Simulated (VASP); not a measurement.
A run of VASP 6.6.1 is set up as follows.

File INCAR:

```
SYSTEM = Al
ALGO = Normal
EDIFF = 1E-6
ENCUT = 520
GGA = PE
ISIF = 2
ISMEAR = 0
LASPH = .TRUE.
LCHARG = .TRUE.
LELF = .TRUE.
LREAL = .FALSE.
LVHAR = .TRUE.
LWAVE = .FALSE.
NBANDS = 14
NELM = 80
PREC = Accurate
SIGMA = 0.1
```

KPOINTS

```
k-points
0
G
  6 6 4
  0 0 0
```

Contents of POSCAR:

```
Al
1.0
    2.7831206600     -2.0711222500      0.0000000000
    2.7831206600      2.0711222500      0.0000000000
   -2.0722698000      0.0000000000      5.9540460200
Al
4
Direct
    0.1776148900      0.5098906500      0.8535333300
    0.4901093500      0.8223851100      0.6464666700
    0.8223851100      0.4901093500      0.1464666700
    0.5098906500      0.1776148900      0.3535333300
```

Potentials or basis: VASP PAW PBE potentials, release 64 (Al).

Run with:

```sh
$ cat potpaw_PBE.64/Al/POTCAR > POTCAR
$ mpirun -np 1 vasp_std > vasp.out
```

(1) What does it give for the pressure?

(2) Predict the largest force.

Results:

(1) 16.5 GPa.

(2) 0.384 eV/Å.

Caveat: the stress differs along the axes, from 14 to 20 GPa.
